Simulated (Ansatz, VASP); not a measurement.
Sc2AlF3: VASP beside Ansatz

```
CELL_PARAMETERS angstrom
2.49443 1.44016 3.63187
-2.49443 1.44016 3.63187
0.00000 -2.88032 3.63187
ATOMIC_POSITIONS crystal
Sc 0.37430 0.37430 0.37430
Sc 0.62570 0.62570 0.62570
Al 0.00000 0.00000 0.00000
F 0.00000 0.00000 0.50000
F 0.00000 0.50000 0.00000
F 0.50000 0.00000 0.00000
```

Change from the starting cell: species swapped into the Mg2Ni3P type (R-3m, No. 166).

Alike in both runs: task single point; functional PBE; k mesh 6 × 6 × 6; occupations gaussian, width 0.1 eV; collinear spin.

|  | VASP | Ansatz |
| --- | --- | --- |
| version | VASP 6.6.1 | Ansatz 0.2.0 |
| potentials or method | VASP PAW PBE potentials, release 64 (Sc_sv, Al, F), cutoff 520 eV | scalar-relativistic, plane waves, PAW |
| valence electrons in the cell | 46 | 46 |

```tsv
	VASP	Ansatz	Ansatz less VASP
gap on the k mesh at the Fermi level (eV)	none	none	-
pressure (GPa)	10.0	10.2	+0.11
traceless stress, the component that is largest in VASP (GPa)	1.17	1.17	0.000
rms of the force components (eV/Å)	0.719	0.716	-0.0030
net moment per atom (μB)	0.30	0.30	0.000
size of the moment on the site where the two differ most (μB)	0.70	0.58	-0.117
```

Site moments also hang on the region over which each program counts them. Atom by atom the forces differ by 0.003 eV/Å (rms over components). A gap of «none» marks a metal or a gap that the smearing closes.
